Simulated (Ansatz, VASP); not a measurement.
Two plane-wave programs on PbS

The input INCAR:

```
SYSTEM = PbS
PREC = Accurate
ENCUT = 520
EDIFF = 1E-8
ISMEAR = -1
SIGMA = 0.01
LREAL = .False.
LASPH = .True.
NELM = 60
ALGO = Normal
ISIF = 2
LWAVE = .False.
LCHARG = .False.
GGA = PE
LEFG = .True.
NBANDS = 17
```

Contents of KPOINTS:

```
regular mesh
0
Gamma
  8 8 8
  0 0 0
```

File POSCAR:

```
PbS
1.0
    0.0000000000      2.8760500000      2.9650000000
    2.8760500000      0.0000000000      2.9650000000
    2.8760500000      2.8760500000      0.0000000000
Pb S
1 1
Direct
    0.0000000000      0.0000000000      0.0000000000
    0.5000000000      0.5000000000      0.5000000000
```

Input for Ansatz:

```yaml
crystal:
  lattice:
    - [0.0, 2.87605, 2.965]
    - [2.87605, 0.0, 2.965]
    - [2.87605, 2.87605, 0.0]
  atoms:
    - { symbol: Pb, position: [0.0, 0.0, 0.0] }
    - { symbol: S, position: [0.5, 0.5, 0.5] }
kpoints:
  mp_grid: { grid: [8, 8, 8] }
scf:
  occupations: { method: fermi_dirac, width: 0.01 }
hamiltonian:
  xc: pbe
  pseudopotentials: { kind: paw }
output:
  forces: true
  stress: true
  eigenvalues: true
  efg: { contact_densities: true }
```

Change from the starting cell: equal xx and yy strain of -3 %, PAW files.

Alike in both runs: task electric field gradients; functional PBE; k mesh 8 × 8 × 8; occupations fermi-dirac, width 0.01 eV; no spin polarisation.

```csv
,VASP,Ansatz
version,VASP 6.6.1,Ansatz 0.2.0
potentials or method,"VASP PAW PBE potentials, release 64 (Pb_d, S)","PAW with Ansatz's default frozen-core files, scalar-relativistic"
plane-wave cutoff (eV),520,420
valence electrons in the cell,20,20
```

Ansatz gave:

- pressure (GPa): 6.8
- traceless stress, the component that is largest in VASP (GPa): -3.33
- size of Vzz on the site where it differs most (V/Å²): 100.4

Estimate VASP's values.

pressure (GPa): 6.7; traceless stress, the component that is largest in VASP (GPa): -3.33; size of Vzz on the site where it differs most (V/Å²): 94.1.

Spin-orbit coupling is off throughout.
